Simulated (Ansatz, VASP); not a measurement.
## Co in VASP and in Ansatz

```
Co
1.0
     2.47152    0.00000    0.00000
    -1.23576    2.14040    0.00000
     0.00000    0.00000    4.02711
Co
2
Direct
  0.33333 0.66667 0.25000
  0.66667 0.33333 0.75000
```

Alike in both runs: task single point; functional r2SCAN; k mesh 15 × 15 × 8; collinear spin.

|  | VASP | Ansatz |
| --- | --- | --- |
| version | VASP 6.6.1 | Ansatz 0.2.0 |
| potentials or method | VASP PAW PBE potentials, release 64 (Co), cutoff 520 eV | plane waves (500 eV) with PAW, scalar-relativistic |
| occupations | methfessel-paxton of order 1, width 0.2 eV | cold, width 0.2 eV |
| valence electrons in the cell | 18 | 34 |

```tsv
	VASP	Ansatz	Ansatz less VASP
pressure (GPa)	-1.6	-1.4	+0.20
traceless stress, the component that is largest in VASP (GPa)	-0.18	-0.08	+0.103
net moment per atom (μB)	1.70	1.71	+0.013
size of the moment on the site where the two differ most (μB)	1.76	1.86	+0.092
```

VASP's potentials were made for PBE, not for r2SCAN. Site moments also hang on the region over which each program counts them. VASP's potentials hold 18 valence electrons a cell and Ansatz's 34, so a difference there can come from the potentials and not from the codes. Ansatz's warnings: stability check not made.
